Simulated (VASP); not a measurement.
# MgRe (I4_1/amd) in VASP: relaxation of cell and atoms with PBE

Aim: the relaxation of cell and atoms of MgRe with PBE.

All numbers are computed with VASP 6.6.1; they aren't measurements. Logs are shortened: lines on timing, memory, paths and dates and some standing lists are left out, and cuts for length are marked.

### 1 The cell of the first run

It takes space group I4_1/amd (No. 141, tetragonal). Conventional cell: a = 5.641 Å, b = 5.641 Å, c = 4.079 Å, α = 90.00°, β = 90.00°, γ = 90.00°. Mg (site symmetry -4m2) has 2 Re at 2.04 Å within 2.7 Å. Re (site symmetry -4m2) has 2 Mg at 2.04 Å within 2.7 Å.

The cell was generated, and may not be a known phase.

### 2 Relaxation of cell and atoms, PBE

INCAR reads:

```
SYSTEM = MgRe
PREC = Accurate ; ENCUT = 600
EDIFF = 1E-7 ; ISMEAR = 0
SIGMA = 0.2 ; LREAL = .FALSE.
LASPH = .TRUE. ; NELM = 100
ALGO = Normal ; ISIF = 3
LWAVE = .FALSE. ; LCHARG = .FALSE.
GGA = PE ; IBRION = 2
NSW = 36 ; EDIFFG = -0.08
```

KPOINTS reads:

```
Automatic mesh
0
G
  6 6 6
  0 0 0
```

POSCAR reads:

```
MgRe
1.0
   -2.8206150300      2.8206150300      2.0396801800
    2.8206150300     -2.8206150300      2.0396801800
    2.8206150300      2.8206150300     -2.0396801800
Mg Re
2 2
Direct
    0.7500000000      0.2500000000      0.5000000000
    0.0000000000      0.0000000000      0.0000000000
    0.5000000000      0.5000000000      0.0000000000
    0.2500000000      0.7500000000      0.5000000000
```

Potentials or basis: VASP PAW PBE potentials, release 64 (Mg, Re).

Started as:

```
> cat potpaw_PBE.64/Mg/POTCAR potpaw_PBE.64/Re/POTCAR > POTCAR
> mpirun -np 1 vasp_std > vasp.out
```

OUTCAR:

```text
SYSTEM = MgRe
   PREC = Accurate
   ENCUT = 600
   EDIFF = 1E-7
   ISMEAR = 0
   LREAL = .FALSE.
   LASPH = .TRUE.
   NELM = 100
   ISIF = 3
   GGA = PE
   IBRION = 2
   NSW = 36
   EDIFFG = -0.08

 ion  position               nearest neighbor table
   1  0.750  0.250  0.500-   4 2.04   4 2.04   2 3.00   3 3.00   3 3.00   2 3.00   3 3.00   3 3.00
                             2 3.00   2 3.00
   2  0.000  0.000  0.000-   3 2.04   3 2.04   1 3.00   1 3.00   4 3.00   1 3.00   4 3.00   1 3.00
                             4 3.00   4 3.00
   3  0.500  0.500  0.000-   2 2.04   2 2.04   1 3.00   4 3.00   4 3.00   1 3.00   4 3.00   4 3.00
                             1 3.00   1 3.00
   4  0.250  0.750  0.500-   1 2.04   1 2.04   2 3.00   2 3.00   3 3.00   2 3.00   3 3.00   2 3.00
                             3 3.00   3 3.00

  LATTYP: Found a body centered tetragonal cell.
 ALAT       =     5.6412300600
 C/A-ratio  =     0.7231331317

  Lattice vectors:

 A1 = (  -2.8206150300,   2.8206150300,   2.0396801800)
 A2 = (   2.8206150300,  -2.8206150300,   2.0396801800)
 A3 = (   2.8206150300,   2.8206150300,  -2.0396801800)

Analysis of symmetry for initial positions (statically):
=====================================================================
 Subroutine PRICEL returns:
 Original cell was already a primitive cell.

 Routine SETGRP: Setting up the symmetry group for a
 body centered tetragonal supercell.

 Subroutine GETGRP returns: Found 16 space group operations
 (whereof  8 operations were pure point group operations)
 out of a pool of 16 trial point group operations.

The static configuration has the point symmetry D_2d.
 The point group associated with its full space group is D_4h.

Analysis of symmetry for dynamics (positions and initial velocities):
=====================================================================
 Subroutine PRICEL returns:
 Original cell was already a primitive cell.

 Routine SETGRP: Setting up the symmetry group for a
 body centered tetragonal supercell.

 Subroutine GETGRP returns: Found 16 space group operations
 (whereof  8 operations were pure point group operations)
 out of a pool of 16 trial point group operations.

The dynamic configuration has the point symmetry D_2d.
 The point group associated with its full space group is D_4h.

 Subroutine INISYM returns: Found 16 space group operations
 (whereof  8 operations are pure point group operations),
 and found     1 'primitive' translations

----------------------------------------------------------------------------------------

                                     Primitive cell

  volume of cell :      64.9097

  direct lattice vectors                    reciprocal lattice vectors
    -2.820615030  2.820615030  2.039680180     0.000000000  0.177266304  0.245136470
     2.820615030 -2.820615030  2.039680180     0.177266304  0.000000000  0.245136470
     2.820615030  2.820615030 -2.039680180     0.177266304  0.177266304  0.000000000

  length of vectors
     4.480182310  4.480182310  4.480182310     0.302514845  0.302514845  0.250692411

  position of ions in fractional coordinates (direct lattice)
     0.750000000  0.250000000  0.500000000
     0.000000000  0.000000000  0.000000000
     0.500000000  0.500000000  0.000000000
     0.250000000  0.750000000  0.500000000

  ion indices of the primitive-cell ions
   primitive index   ion index
                 1           1
                 2           2
                 3           3
                 4           4

----------------------------------------------------------------------------------------

 KPOINTS: Automatic mesh

Automatic generation of k-mesh.
 Grid dimensions read from file:
 generate k-points for:    6    6    6

 Generating k-lattice:

  Cartesian coordinates                     Fractional coordinates (reciprocal lattice)
     0.000000000  0.029544384  0.040856078     0.166666667 -0.000000000  0.000000000
     0.029544384  0.000000000  0.040856078    -0.000000000  0.166666667  0.000000000
     0.029544384  0.029544384  0.000000000     0.000000000  0.000000000  0.166666667

  Length of vectors
     0.050419141  0.050419141  0.041782068

  Shift w.r.t. Gamma in fractional coordinates (k-lattice)
     0.000000000  0.000000000  0.000000000

 Subroutine IBZKPT returns following result:
 ===========================================

 Found     30 irreducible k-points:

 Following reciprocal coordinates:
            Coordinates               Weight
  0.000000  0.000000  0.000000      1.000000
  0.166667 -0.000000  0.000000      8.000000
  0.333333 -0.000000  0.000000      8.000000
  0.500000 -0.000000  0.000000      4.000000
  0.166667  0.166667  0.000000      8.000000
  0.333333  0.166667  0.000000     16.000000
[... 16 lines left out ...]
 -0.333333 -0.333333  0.166667      8.000000
 -0.166667 -0.333333  0.166667      8.000000
 [... further k-points ...]
   k-points           NKPTS =     30   k-points in BZ     NKDIM =     30   number of bands    NBANDS=     13
   number of dos      NEDOS =    301   number of ions     NIONS =      4
   total plane-waves  NPLWV =  46656
   dimension x,y,z NGX =    36 NGY =   36 NGZ =   36
   dimension x,y,z NGXF=    72 NGYF=   72 NGZF=   72
   ions per type =               2   2
   NGX,Y,Z   is equivalent  to a cutoff of  13.36, 13.36, 13.36 a.u.
   NGXF,Y,Z  is equivalent  to a cutoff of  26.72, 26.72, 26.72 a.u.
 SYSTEM =  MgRe
   PREC   = accura    normal or accurate (medium, high low for compatibility)
   ISTART =      0    job   : 0-new  1-cont  2-samecut
   ICHARG =      2    charge: 1-file 2-atom 10-const
   ISPIN  =      1    spin polarized calculation?
   LNONCOLLINEAR =      F non collinear calculations
   LSORBIT =      F    spin-orbit coupling
   LASPH  =      T    aspherical Exc in radial PAW
   ENCUT  =  600.0 eV  44.10 Ry    6.64 a.u.   8.95  8.95  8.95*2*pi/ulx,y,z
   NELM   =    100;   NELMIN=  2; NELMDL= -5     # of ELM steps
   EDIFF  = 0.1E-06   stopping-criterion for ELM
   LREAL  =      F    real-space projection
   EDIFFG = -.8E-01   stopping-criterion for IOM
   NSW    =     36    number of steps for IOM
   IBRION =      2    ionic relax: 0-MD 1-quasi-New 2-CG
   NFREE  =      1    steps in history (QN), initial steepest desc. (CG)
   ISIF   =      3    stress and relaxation
   ISYM   =      2    0-nonsym 1-usesym 2-fastsym
   POTIM  = 0.5000    time-step for ionic-motion
   TEBEG  =    0.0;   TEEND  =   0.0 temperature during run
   PSTRESS=    0.0 pullay stress
   NELECT =      18.0000    total number of electrons
   NUPDOWN=      -1.0000    fix difference up-down
   EMIN   =  10.00;   EMAX   =-10.00  energy-range for DOS
   EFERMI =   0.00;   METHOD = LEGACY
   ISMEAR =     0;   SIGMA  =   0.20  broadening in eV -4-tet -1-fermi 0-gaus
   EFERMI_NEDOS =   21; number of points for ismear=-14 and -15
   IALGO  =     38    algorithm
   IMIX   =      4    mixing-type and parameters
     AMIX     =   0.40;   BMIX     =  1.00
     AMIX_MAG =   1.60;   BMIX_MAG =  1.00
  volume/ion in A,a.u.               =      16.23       109.51
  Fermi-wavevector in a.u.,A,eV,Ry     =   1.067569  2.017412 15.506595  1.139703
  Thomas-Fermi vector in A             =   2.203189
   LORBIT       =      0    0 simple, 1 ext, 2 COOP (PROOUT), +10 PAW based schemes
   GGA     = PE    functional components
   LHFCALC =     F    Hartree Fock is set to
   AEXX    =    0.0000 exact exchange contribution
   IVDW    =     0    specifies the selected vdW correction
   LEPSILON=     F    determine dielectric tensor
   LRPA    =     F    only Hartree local field effects (RPA)
 conjugate gradient relaxation of ions
 non-spin polarized calculation
 Gauss-broadening in eV      SIGMA  =   0.20
  energy-cutoff  :      600.00
  volume of cell :       64.91
 maximum number of plane-waves:      2196
   NGX = 17   NGY = 17   NGZ = 17

--------------------------------------- Ionic step        1  -------------------------------------------

 number of electron      18.0000000 magnetization

 Free energy of the ion-electron system (eV)
  ---------------------------------------------------
  ext. energy  EPLUGINS =         0.00000000
  ---------------------------------------------------
  free energy    TOTEN  =       -14.86896205 eV

  energy without entropy =      -14.82225876  energy(sigma->0) =      -14.84561040

------------------------ aborting loop because EDIFF is reached ----------------------------------------

  FORCE on cell =-STRESS in cart. coord.  units (eV):
  Direction    XX          YY          ZZ          XY          YZ          ZX
  --------------------------------------------------------------------------------------
  -------------------------------------------------------------------------------------
  Total       -9.9934247     -9.9934247     71.5483591      0.0000000      0.0000000      0.0000000
  in kB     -246.6693713   -246.6693713   1766.0401042      0.0000000      0.0000000      0.0000000
  external PRESSURE =     424.2337872 kB  Pullay stress =       0.0000000 kB
[... 999 lines left out ...]
  energy  without entropy=      -27.2825071498  energy(sigma->0) =      -27.29228528

--------------------------------------- Ionic step        7  -------------------------------------------

 number of electron      18.0000000 magnetization

 Free energy of the ion-electron system (eV)
  ---------------------------------------------------
  ext. energy  EPLUGINS =         0.00000000
  ---------------------------------------------------
  free energy    TOTEN  =       -27.30692062 eV

  energy without entropy =      -27.28720660  energy(sigma->0) =      -27.29706361

 E-fermi :   5.8280     XC(G=0): -11.6298

 val. band max:        5.5541277433   @ k =   0.5000  -0.0000   0.0000
 cond. band min:       5.9109570305   @ k =   0.3333   0.3333   0.0000
 fundamental gap:      0.3568292872
 Fermi energy:         5.8279561102

 k-point     1 :       0.0000    0.0000    0.0000
  band No.  band energies     occupation
      1      -3.0307      2.00000
      2       2.4750      2.00000
      3       2.4773      2.00000
      4       2.9269      2.00000
      5       2.9269      2.00000
      6       2.9276      2.00000
      7       4.2119      2.00000
      8       4.2157      2.00000
      9       4.2157      2.00000
     10       7.7367      0.00000
     11       7.7413      0.00000
     12      11.2138      0.00000
[... 400 lines left out ...]
  FREE ENERGIE OF THE ION-ELECTRON SYSTEM (eV)
  ---------------------------------------------------
  free  energy   TOTEN  =       -27.3069206193 eV

  energy  without entropy=      -27.2872065968  energy(sigma->0) =      -27.29706361

 reached required accuracy - stopping structural energy minimisation
```

Run time: 5.6 min. Hardware: 1 thread of Intel Xeon Platinum 8259CL at 2.50GHz (Skylake/Cascade Lake), shared host; peak memory 0.24 GiB.

Results:

```yaml
Free_energy: -27.3069 eV
Relaxed_volume: 15.56 Å³/atom
Relaxed_cell: a = 4.449 Å, b = 4.449 Å, c = 4.449 Å, α = 120.03°, β = 120.03°, γ = 89.95°
Space_group_after_relaxing_to_0.1_Å: Fd-3m (No. 227)
Energy_gained_by_relaxing: 3109.5 meV/atom
Ionic_steps: 7
Pressure_after_relaxing: -0.1 GPa
Band_gap_on_the_k_mesh: zero (bands 9 and 10 overlap by 0.69 eV)
```

Stress tensor (GPa, compression positive):
```
 0.00  0.00  0.00
 0.00  0.00  0.00
 0.00  0.00 -0.42
```

Step by step:
| step | energy change (eV) | largest force (eV/Å) | pressure (GPa) | volume (Å³) |
| --- | --- | --- | --- | --- |
| 1 | 0.0000 | 0.0000 | 42.42 | 64.91 |
| 2 | -8.2898 | 0.0000 | -28.89 | 93.53 |
| 3 | -9.6992 | 0.0000 | -22.67 | 81.85 |
| 4 | -12.1938 | 0.0000 | 16.10 | 57.56 |
| 5 | -12.3333 | 0.0000 | 4.22 | 60.88 |
| 6 | -12.4331 | 0.0000 | 0.84 | 61.88 |
| 7 | -12.4380 | 0.0000 | -0.14 | 62.22 |

Final structure:
```
CELL_PARAMETERS angstrom
-2.22327 2.22327 3.14708
2.22327 -2.22327 3.14708
2.22327 2.22327 -3.14708
ATOMIC_POSITIONS crystal
Mg 0.75000 0.25000 0.50000
Mg 0.00000 0.00000 0.00000
Re 0.50000 0.50000 0.00000
Re 0.25000 0.75000 0.50000
```

Levels at points of the mesh, in eV from the Fermi level:
```csv
k point,band 5,band 6,band 7,band 8,band 9,band 10,band 11,band 12,band 13
"(0.00, 0.00, 0.00)",-2.90,-2.90,-1.62,-1.61,-1.61,1.91,1.91,5.39,5.39
"(0.50, 0.00, 0.00)",-2.77,-2.69,-2.69,-0.27,-0.27,0.81,0.91,0.91,4.43
"(0.50, 0.50, 0.00)",-2.55,-2.55,-1.02,-1.02,-0.44,-0.44,1.06,1.06,1.81
"(0.50, 0.50, 0.50)",-2.56,-2.56,-1.02,-1.02,-0.44,-0.44,1.07,1.07,1.82
```

Caveat: spin-orbit coupling is left out, which moves the levels of the heavy elements.

The gap in the log of VASP goes by the Fermi energy; the results here count the filled bands.